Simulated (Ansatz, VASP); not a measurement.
# One calculation of Si3N4, two programs

```xyz
14
Lattice="-3.1936 3.1936 3.1936 3.1936 -3.1936 3.1936 3.1936 3.1936 -3.1936" Properties=species:S:1:pos:R:3 pbc="T T T"
Si    2.3952    3.1936   -1.5968
Si   -1.5968    2.3952    3.1936
Si    0.7984    3.1936    1.5968
Si    1.5968    0.7984    3.1936
Si    3.1936   -1.5968    2.3952
Si    3.1936    1.5968    0.7984
N     1.7833    1.7833    1.7833
N     0.1865   -0.1865    3.0071
N     1.4103    4.6038   -1.4103
N     3.0071    0.1865   -0.1865
N    -1.4103    1.4103    4.6038
N     0.1865    0.1865    0.1865
N     4.6038   -1.4103    1.4103
N    -0.1865    3.0071    0.1865
```

Change from the starting cell: volume scaled by 0.96, ions relaxed.

Alike in both runs: functional PBE; k mesh 6 × 6 × 6; occupations fermi-dirac, width 0.02 eV; no spin polarisation.

Ansatz relaxed the structure, and its values are those at the end. VASP's run is a single point on that final structure, the one shown.

```csv
,VASP,Ansatz
version,VASP 6.6.1,Ansatz 0.2.0
potentials or method,"VASP PAW PBE potentials, release 64 (Si, N)","plane-wave PAW, scalar-relativistic"
plane-wave cutoff (eV),520,420
valence electrons in the cell,64,64
```

```tsv
	VASP	Ansatz	Ansatz less VASP
gap on the k mesh at the Fermi level (eV)	4.19	4.20	+0.010
pressure (GPa)	12.9	13.2	+0.30
rms of the force components (eV/Å)	0.003	0.000	-0.0031
```

Ansatz's warnings: stress scf threshold loose.
